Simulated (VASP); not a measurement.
A run of VASP 6.6.1:

INCAR

```
PREC = Accurate
ENCUT = 520
EDIFF = 1E-6
ISMEAR = 0
SIGMA = 0.05
LREAL = False
LASPH = True
NELM = 100
ALGO = Normal
ISIF = 2
LWAVE = False
LCHARG = False
GGA = PE
NBANDS = 15
```

Contents of KPOINTS:

```
Automatic mesh
0
Gamma
  6 6 6
```

The input POSCAR:

```
KCl
1.0
    0.0000000000      3.3454660000      3.1561000000
    3.3454660000      0.0000000000      3.1561000000
    3.3454660000      3.3454660000      0.0000000000
K Cl
1 1
Direct
    0.0000000000      0.0000000000      0.0000000000
    0.5000000000      0.5000000000      0.5000000000
```

Potentials or basis: VASP PAW PBE potentials, release 64 (K_sv, Cl).

Launch:

```sh
$ cat potpaw_PBE.64/K_sv/POTCAR potpaw_PBE.64/Cl/POTCAR > POTCAR
$ mpirun -np 1 vasp_std > vasp.out
```

Hardware: 1 thread of Intel Xeon 6975P-C, with other jobs on the host.

Q: How long does it take, and how much memory?

A: Wall time 28 s on 1 thread of Intel Xeon 6975P-C, on a shared host, peak memory 0.21 GiB. Counts: scf iterations 13, k points 30.
